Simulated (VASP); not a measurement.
Crystal: CuF.

```
CELL_PARAMETERS angstrom
3.07783 0.00000 0.00000
-1.53891 2.66548 0.00000
0.00000 0.00000 4.92904
ATOMIC_POSITIONS crystal
Cu 0.33333 0.66667 0.00000
Cu 0.66667 0.33333 0.50000
F 0.33333 0.66667 0.38210
F 0.66667 0.33333 0.88210
```

| Property | Result |
| --- | --- |
| Program | VASP 6.6.1 |
| Task | relaxation of cell and atoms |
| Functional | PBE |
| Potentials or basis | VASP PAW PBE potentials, release 64 (Cu_sv_GW, F) |
| Cutoff | 820 eV |
| k mesh | 6 × 6 × 4 |
| Occupations | gaussian, width 0.1 eV |
| Spin | no spin polarisation |

At the start: pressure 53.0 GPa; volume 10.11 Å³/atom.

Question: How do energy, volume and symmetry change on relaxing?

Answer: Over 5 steps the energy falls by 472.4 meV/atom and the volume is 14.05 Å³/atom (+39.0 %); space group P6_3mc (No. 186, to 0.1 Å) before and after.

The path:
| step | energy change (eV) | largest force (eV/Å) | pressure (GPa) | volume (Å³) |
| --- | --- | --- | --- | --- |
| 1 | 0.0000 | 0.0001 | 52.97 | 40.44 |
| 2 | -1.7374 | 0.0050 | -5.91 | 63.32 |
| 3 | -1.8879 | 0.0014 | 0.56 | 55.62 |
| 4 | -1.8890 | 0.0003 | -0.06 | 56.19 |
| 5 | -1.8895 | 0.0105 | -0.09 | 56.19 |

Final structure:
```cif
data_structure
_symmetry_space_group_name_H-M 'P 1'
_symmetry_Int_Tables_number 1
_cell_length_a 3.4283
_cell_length_b 3.4283
_cell_length_c 5.5205
_cell_angle_alpha 90.000
_cell_angle_beta 90.000
_cell_angle_gamma 120.000
_cell_volume 56.19
loop_
_atom_site_label
_atom_site_type_symbol
_atom_site_fract_x
_atom_site_fract_y
_atom_site_fract_z
_atom_site_occupancy
Cu1 Cu 0.33333 0.66667 0.00000 1
Cu2 Cu 0.66667 0.33333 0.50000 1
F1 F 0.33333 0.66667 0.38210 1
F2 F 0.66667 0.33333 0.88210 1
```

Caveat: the k points lie up to 0.35 Å⁻¹ apart in the final cell; the volume moved by over 15 % at a fixed basis, so the end points are rough.
